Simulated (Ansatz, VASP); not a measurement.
**CrO2 in VASP and in Ansatz**

```
Cr O
1.0
     3.48069    0.00000    0.00000
    -1.74035    3.01437    0.00000
     0.00000    0.00000    2.66821
Cr O
1 2
Direct
  0.00000 0.00000 0.00000
  0.33333 0.66667 0.50000
  0.66667 0.33333 0.50000
```

Change from the starting cell: species swapped into the HfB2 type (P6/mmm, No. 191).

Alike in both runs: functional PBE; k mesh 6 × 6 × 6; occupations gaussian, width 0.1 eV; collinear spin.

Ansatz relaxed the structure, and its values are those at the end. VASP's run is a single point on that final structure, the one shown.

```csv
,VASP,Ansatz
version,VASP 6.6.1,Ansatz 0.2.0
potentials or method,"VASP PAW PBE potentials, release 64 (Cr_pv, O), cutoff 520 eV","scalar-relativistic, plane waves, PAW"
valence electrons in the cell,24,26
```

```csv
,VASP,Ansatz,Ansatz less VASP
gap on the k mesh at the Fermi level (eV),none,none,-
pressure (GPa),-0.2,-0.1,+0.02
net moment per atom (μB),0.94,0.94,-0.001
size of the moment on the site where the two differ most (μB),3.23,3.03,-0.200
```

Site moments also hang on the region over which each program counts them. A gap of «none» marks a metal or a gap that the smearing closes. With one functional, cell and mesh, what is left measures potentials, basis and numerics. VASP's potentials hold 24 valence electrons a cell and Ansatz's 26, so a difference there can come from the potentials and not from the codes.

The k mesh is coarse, so the values compare programs but aren't converged.
